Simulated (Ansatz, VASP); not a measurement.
One calculation of InWSe3, two programs

```xyz
5
Lattice="5.0089 0.0000 0.0000 0.0000 5.0089 0.0000 0.0000 0.0000 5.0089" Properties=species:S:1:pos:R:3 pbc="T T T"
In    2.5045    2.5045    2.5045
W     0.0000    0.0000    0.0000
Se    2.5045    0.0000    0.0000
Se    0.0000    2.5045    0.0000
Se    0.0000    0.0000    2.5045
```

Change from the starting cell: species swapped into the Mn3SnH type (Pm-3m, No. 221).

Alike in both runs: functional PBE; k mesh 8 × 8 × 8; occupations gaussian, width 0.1 eV; no spin polarisation.

Ansatz relaxed the structure, and its values are those at the end. VASP's run is a single point on that final structure, the one shown.

|  | VASP | Ansatz |
| --- | --- | --- |
| version | VASP 6.6.1 | Ansatz 0.2.0 |
| potentials or method | VASP PAW PBE potentials, release 64 (In_d, W_sv, Se), cutoff 520 eV | scalar-relativistic, plane waves, PAW |
| valence electrons in the cell | 45 | 75 |

```tsv
	VASP	Ansatz	Ansatz less VASP
gap on the k mesh at the Fermi level (eV)	none	none	-
pressure (GPa)	0.1	0.0	-0.11
```

A gap of «none» marks a metal or a gap that the smearing closes. VASP's potentials hold 45 valence electrons a cell and Ansatz's 75, so a difference there can come from the potentials and not from the codes.

Neither program's run includes spin-orbit coupling.
